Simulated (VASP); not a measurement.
# Sn (Fd-3m) in VASP: further runs

Runs on Sn. Level: PBEsol. Tasks: single point.

Program: VASP 6.6.1. These are calculated values, not measurements. Logs are shortened: lines on timing, memory, paths and dates and some standing lists are left out, and cuts for length are marked.

## 1. The cell of the first run

It takes space group Fd-3m (No. 227, cubic). Conventional cell: a = 6.359 Å, b = 6.359 Å, c = 6.359 Å, α = 90.00°, β = 90.00°, γ = 90.00°. Sn (site symmetry -43m) has 4 Sn at 2.75 Å within 3.6 Å.

This isn't the form of Sn at room conditions, which is tetragonal (white tin).

## 2. Single point, PBEsol (32.14 Å³/atom)

File INCAR:

```
SYSTEM = Sn
ALGO = Normal
EDIFF = 1E-6
ENCUT = 520
GGA = PS
ISIF = 2
ISMEAR = -1
LASPH = .True.
LCHARG = .False.
LREAL = .False.
LWAVE = .False.
NBANDS = 21
NELM = 100
PREC = Accurate
SIGMA = 0.05
```

File KPOINTS:

```
k-points
0
Gamma
  11 11 11
  0 0 0
```

File POSCAR:

```
Sn
1.0
    0.0000000000      3.1793446744      3.1793446744
    3.1793446744      0.0000000000      3.1793446744
    3.1793446744      3.1793446744      0.0000000000
Sn
2
Direct
    0.5000000000      0.5000000000      0.5000000000
    0.7500000000      0.7500000000      0.7500000000
```

Potentials or basis: VASP PAW PBE potentials, release 64 (Sn_d).

On the command line:

```console
$ cat potpaw_PBE.64/Sn_d/POTCAR > POTCAR
$ mpirun -np 1 vasp_std > vasp.out
```

OUTCAR:

```text
SYSTEM = Sn
   EDIFF = 1E-6
   ENCUT = 520
   GGA = PS
   ISIF = 2
   ISMEAR = -1
   LASPH = .True.
   LREAL = .False.
   NELM = 100
   PREC = Accurate

 ion  position               nearest neighbor table
   1  0.500  0.500  0.500-   2 2.75   2 2.75   2 2.75   2 2.75
   2  0.750  0.750  0.750-   1 2.75   1 2.75   1 2.75   1 2.75

  LATTYP: Found a face centered cubic cell.
 ALAT       =     6.3586893488

  Lattice vectors:

 A1 = (   0.0000000000,   3.1793446744,   3.1793446744)
 A2 = (   3.1793446744,   0.0000000000,   3.1793446744)
 A3 = (   3.1793446744,   3.1793446744,   0.0000000000)

Analysis of symmetry for initial positions (statically):
=====================================================================
 Subroutine PRICEL returns:
 Original cell was already a primitive cell.

 Routine SETGRP: Setting up the symmetry group for a
 face centered cubic supercell.

 Subroutine GETGRP returns: Found 48 space group operations
 (whereof 24 operations were pure point group operations)
 out of a pool of 48 trial point group operations.

The static configuration has the point symmetry T_d .
 The point group associated with its full space group is O_h .

Analysis of symmetry for dynamics (positions and initial velocities):
=====================================================================
 Subroutine PRICEL returns:
 Original cell was already a primitive cell.

 Routine SETGRP: Setting up the symmetry group for a
 face centered cubic supercell.

 Subroutine GETGRP returns: Found 48 space group operations
 (whereof 24 operations were pure point group operations)
 out of a pool of 48 trial point group operations.

The dynamic configuration has the point symmetry T_d .
 The point group associated with its full space group is O_h .

 Subroutine INISYM returns: Found 48 space group operations
 (whereof 24 operations are pure point group operations),
 and found     1 'primitive' translations

----------------------------------------------------------------------------------------

                                     Primitive cell

  volume of cell :      64.2751

  direct lattice vectors                    reciprocal lattice vectors
     0.000000000  3.179344674  3.179344674    -0.157265113  0.157265113  0.157265113
     3.179344674  0.000000000  3.179344674     0.157265113 -0.157265113  0.157265113
     3.179344674  3.179344674  0.000000000     0.157265113  0.157265113 -0.157265113

  length of vectors
     4.496272358  4.496272358  4.496272358     0.272391166  0.272391166  0.272391166

  position of ions in fractional coordinates (direct lattice)
     0.500000000  0.500000000  0.500000000
     0.750000000  0.750000000  0.750000000

  ion indices of the primitive-cell ions
   primitive index   ion index
                 1           1
                 2           2

----------------------------------------------------------------------------------------

 KPOINTS: k-points

Automatic generation of k-mesh.
 Grid dimensions read from file:
 generate k-points for:   11   11   11

 Generating k-lattice:

  Cartesian coordinates                     Fractional coordinates (reciprocal lattice)
    -0.014296828  0.014296828  0.014296828     0.090909091  0.000000000  0.000000000
     0.014296828 -0.014296828  0.014296828     0.000000000  0.090909091  0.000000000
     0.014296828  0.014296828 -0.014296828     0.000000000  0.000000000  0.090909091

  Length of vectors
     0.024762833  0.024762833  0.024762833

  Shift w.r.t. Gamma in fractional coordinates (k-lattice)
     0.000000000  0.000000000  0.000000000

 Subroutine IBZKPT returns following result:
 ===========================================

 Found     56 irreducible k-points:

 Following reciprocal coordinates:
            Coordinates               Weight
  0.000000  0.000000  0.000000      1.000000
  0.090909  0.000000  0.000000      8.000000
  0.181818  0.000000  0.000000      8.000000
  0.272727  0.000000  0.000000      8.000000
  0.363636  0.000000  0.000000      8.000000
  0.454545  0.000000  0.000000      8.000000
[... 16 lines left out ...]
 -0.272727  0.181818  0.000000     24.000000
 -0.181818  0.181818  0.000000     12.000000
 [... further k-points ...]
   k-points           NKPTS =     56   k-points in BZ     NKDIM =     56   number of bands    NBANDS=     21
   number of dos      NEDOS =    301   number of ions     NIONS =      2
   total plane-waves  NPLWV =  46656
   dimension x,y,z NGX =    36 NGY =   36 NGZ =   36
   dimension x,y,z NGXF=    72 NGYF=   72 NGZF=   72
   ions per type =               2
   NGX,Y,Z   is equivalent  to a cutoff of  13.31, 13.31, 13.31 a.u.
   NGXF,Y,Z  is equivalent  to a cutoff of  26.62, 26.62, 26.62 a.u.
 SYSTEM =  Sn
   PREC   = accura    normal or accurate (medium, high low for compatibility)
   ISTART =      0    job   : 0-new  1-cont  2-samecut
   ICHARG =      2    charge: 1-file 2-atom 10-const
   ISPIN  =      1    spin polarized calculation?
   LNONCOLLINEAR =      F non collinear calculations
   LSORBIT =      F    spin-orbit coupling
   LASPH  =      T    aspherical Exc in radial PAW
   ENCUT  =  520.0 eV  38.22 Ry    6.18 a.u.   8.36  8.36  8.36*2*pi/ulx,y,z
   NELM   =    100;   NELMIN=  2; NELMDL= -5     # of ELM steps
   EDIFF  = 0.1E-05   stopping-criterion for ELM
   LREAL  =      F    real-space projection
   EDIFFG = 0.1E-04   stopping-criterion for IOM
   NSW    =      0    number of steps for IOM
   IBRION =     -1    ionic relax: 0-MD 1-quasi-New 2-CG
   NFREE  =      0    steps in history (QN), initial steepest desc. (CG)
   ISIF   =      2    stress and relaxation
   ISYM   =      2    0-nonsym 1-usesym 2-fastsym
   POTIM  = 0.5000    time-step for ionic-motion
   TEBEG  =    0.0;   TEEND  =   0.0 temperature during run
   PSTRESS=    0.0 pullay stress
   NELECT =      28.0000    total number of electrons
   NUPDOWN=      -1.0000    fix difference up-down
   EMIN   =  10.00;   EMAX   =-10.00  energy-range for DOS
   EFERMI =   0.00;   METHOD = LEGACY
   ISMEAR =    -1;   SIGMA  =   0.05  broadening in eV -4-tet -1-fermi 0-gaus
   EFERMI_NEDOS =   21; number of points for ismear=-14 and -15
   IALGO  =     38    algorithm
   IMIX   =      4    mixing-type and parameters
     AMIX     =   0.40;   BMIX     =  1.00
     AMIX_MAG =   1.60;   BMIX_MAG =  1.00
  volume/ion in A,a.u.               =      32.14       216.87
  Fermi-wavevector in a.u.,A,eV,Ry     =   1.241023  2.345194 20.954857  1.540139
  Thomas-Fermi vector in A             =   2.375439
   LORBIT       =      0    0 simple, 1 ext, 2 COOP (PROOUT), +10 PAW based schemes
   GGA     = PS    functional components
   LHFCALC =     F    Hartree Fock is set to
   AEXX    =    0.0000 exact exchange contribution
   IVDW    =     0    specifies the selected vdW correction
   LEPSILON=     F    determine dielectric tensor
   LRPA    =     F    only Hartree local field effects (RPA)
 non-spin polarized calculation
  energy-cutoff  :      520.00
  volume of cell :       64.28
 maximum number of plane-waves:      1759
 NGX is ok and might be reduce to    36
   NGX = 17   NGY = 17   NGZ = 17

 number of electron      28.0000003 magnetization

 Free energy of the ion-electron system (eV)
  ---------------------------------------------------
  ext. energy  EPLUGINS =         0.00000000
  ---------------------------------------------------
  free energy    TOTEN  =        -8.39578388 eV

  energy without entropy =       -8.39466503  energy(sigma->0) =       -8.39522445

 E-fermi :   6.1953     XC(G=0):  -9.3365

 val. band max:        6.0614557487   @ k =   0.0909   0.0000   0.0000
 cond. band min:       6.2350077762   @ k =   0.4545   0.0000   0.0000
 fundamental gap:      0.1735520275
 Fermi energy:         6.1952716867

 k-point     1 :       0.0000    0.0000    0.0000
  band No.  band energies     occupation
      1     -15.5764      2.00000
      2     -15.5764      2.00000
      3     -15.5764      2.00000
      4     -15.5070      2.00000
      5     -15.5070      2.00000
      6     -15.1409      2.00000
[... 13 lines left out ...]
     20      14.2817      0.00000
     21      14.2821      0.00000

 k-point     2 :       0.0909    0.0000    0.0000
  band No.  band energies     occupation
      1     -15.5843      2.00000
      2     -15.5843      2.00000
      3     -15.5741      2.00000
      4     -15.4962      2.00000
      5     -15.4962      2.00000
      6     -15.1564      2.00000
[... 13 lines left out ...]
     20      13.4963      0.00000
     21      13.4963      0.00000

 k-point     3 :       0.1818    0.0000    0.0000
  band No.  band energies     occupation
      1     -15.5981      2.00000
      2     -15.5981      2.00000
      3     -15.5678      2.00000
      4     -15.4748      2.00000
      5     -15.4748      2.00000
      6     -15.1767      2.00000
[... 13 lines left out ...]
     20      13.0390      0.00000
     21      13.0390      0.00000

 k-point     4 :       0.2727    0.0000    0.0000
  band No.  band energies     occupation
      1     -15.6092      2.00000
      2     -15.6092      2.00000
      3     -15.5594      2.00000
      4     -15.4548      2.00000
      5     -15.4548      2.00000
      6     -15.1928      2.00000
[... 13 lines left out ...]
     20      13.1475      0.00000
     21      13.1475      0.00000

 k-point     5 :       0.3636    0.0000    0.0000
  band No.  band energies     occupation
      1     -15.6158      2.00000
      2     -15.6158      2.00000
      3     -15.5514      2.00000
      4     -15.4416      2.00000
      5     -15.4416      2.00000
      6     -15.2024      2.00000
[... 13 lines left out ...]
     20      13.8419      0.00000
     21      13.8419      0.00000
[... 382 lines left out ...]
     20      14.5579      0.00000
     21      14.6466      0.00000

 k-point    22 :      -0.3636    0.1818    0.0000
  band No.  band energies     occupation
      1     -15.6473      2.00000
      2     -15.6307      2.00000
      3     -15.5029      2.00000
      4     -15.4215      2.00000
      5     -15.3948      2.00000
      6     -15.2493      2.00000
[... 13 lines left out ...]
     20      13.4268      0.00000
     21      14.6064      0.00000

 k-point    23 :      -0.2727    0.1818    0.0000
  band No.  band energies     occupation
      1     -15.6362      2.00000
      2     -15.6289      2.00000
      3     -15.5163      2.00000
      4     -15.4418      2.00000
      5     -15.4024      2.00000
      6     -15.2470      2.00000
[... 13 lines left out ...]
     20      13.8487      0.00000
     21      15.5170      0.00000

 k-point    24 :      -0.1818    0.1818    0.0000
  band No.  band energies     occupation
      1     -15.6221      2.00000
      2     -15.6192      2.00000
      3     -15.5402      2.00000
      4     -15.4575      2.00000
      5     -15.4243      2.00000
      6     -15.2296      2.00000
[... 13 lines left out ...]
     20      13.8075      0.00000
     21      14.2282      0.00000

 [... further k-points ...]

------------------------ aborting loop because EDIFF is reached ----------------------------------------

  FORCE on cell =-STRESS in cart. coord.  units (eV):
  Direction    XX          YY          ZZ          XY          YZ          ZX
  --------------------------------------------------------------------------------------
  -------------------------------------------------------------------------------------
  Total        1.6964573      1.6964573      1.6964573      0.0000000     -0.0000000      0.0000000
  in kB       42.2873715     42.2873715     42.2873715      0.0000000     -0.0000000      0.0000000
  external PRESSURE =      42.2873715 kB  Pullay stress =       0.0000000 kB

 VOLUME and BASIS-vectors are now :
 -----------------------------------------------------------------------------
  energy-cutoff  :      520.00
  volume of cell :       64.28
      direct lattice vectors                 reciprocal lattice vectors
     0.000000000  3.179344674  3.179344674    -0.157265113  0.157265113  0.157265113
     3.179344674  0.000000000  3.179344674     0.157265113 -0.157265113  0.157265113
     3.179344674  3.179344674  0.000000000     0.157265113  0.157265113 -0.157265113

 POSITION                                       TOTAL-FORCE (eV/Angst)
 -----------------------------------------------------------------------------------
      3.17934      3.17934      3.17934         0.000000     -0.000000     -0.000000
      4.76902      4.76902      4.76902        -0.000000      0.000000      0.000000
 -----------------------------------------------------------------------------------
    total drift:                                0.000000      0.000000      0.000000

  FREE ENERGIE OF THE ION-ELECTRON SYSTEM (eV)
  ---------------------------------------------------
  free  energy   TOTEN  =        -8.3957838764 eV

  energy  without entropy=       -8.3946650316  energy(sigma->0) =       -8.39522445
```

It took 41 s on 1 thread of AMD EPYC 9R45 (Zen 5), shared host; peak memory 0.2 GiB.

What came out:

```yaml
Free_energy: -8.3958 eV
Pressure: 4.2 GPa
Band_gap_on_the_k_mesh: zero (bands 14 and 15 overlap by 0.01 eV)
```

Levels at points of the mesh, in eV from the Fermi level:
```tsv
k point	band 12	band 13	band 14	band 15	band 16	band 17
(0.00, 0.00, 0.00)	-0.30	0.05	0.05	0.05	2.12	2.12
```

Caveat: the cell stands under pressure; the PAW data sets were made with another functional, which shifts forces and pressure a little; spin-orbit coupling is left out, which moves the levels of the heavy elements.

## 3. Single point, PBEsol (33.51 Å³/atom)

This run uses another cell than the first one, of 33.51 Å³/atom.

File INCAR:

```
SYSTEM = Sn
PREC = Accurate
ENCUT = 520
EDIFF = 1E-6
ISMEAR = -1
SIGMA = 0.05
LREAL = .FALSE.
LASPH = .TRUE.
NELM = 100
ALGO = Normal
ISIF = 2
LWAVE = .FALSE.
LCHARG = .TRUE.
GGA = PS
LELF = .TRUE.
LVHAR = .TRUE.
NBANDS = 21
```

File KPOINTS:

```
Automatic mesh
0
G
  11 11 11
  0 0 0
```

File POSCAR:

```
Sn
1.0
    0.0000000000      3.2238167933      3.2238167933
    3.2238167933      0.0000000000      3.2238167933
    3.2238167933      3.2238167933      0.0000000000
Sn
2
Direct
    0.5000000000      0.5000000000      0.5000000000
    0.7500000000      0.7500000000      0.7500000000
```

Potentials or basis: VASP PAW PBE potentials, release 64 (Sn_d).

On the command line:

```console
$ cat potpaw_PBE.64/Sn_d/POTCAR > POTCAR
$ mpirun -np 1 vasp_std > vasp.out
```

Wall time 43 s (1 thread of AMD EPYC 9R45 (Zen 5), shared host); peak memory 0.2 GiB.

It converged, with:

* Free energy: -8.4483 eV
* Pressure: 1.9 GPa
* Band gap on the k mesh: zero (bands 14 and 15 overlap by 0.10 eV)

Levels at points of the mesh, in eV from the Fermi level:
| k point | band 10 | band 11 | band 12 | band 13 | band 14 | band 15 | band 16 | band 17 | band 18 | band 19 |
| --- | --- | --- | --- | --- | --- | --- | --- | --- | --- | --- |
| (0.00, 0.00, 0.00) | -21.24 | -10.76 | -0.56 | 0.09 | 0.09 | 0.09 | 2.15 | 2.15 | 2.15 | 4.87 |

Caveat: the PAW data sets were made with another functional, which shifts forces and pressure a little; spin-orbit coupling is left out, which moves the levels of the heavy elements.

The gap in the log of VASP goes by the Fermi energy; the results here count the filled bands.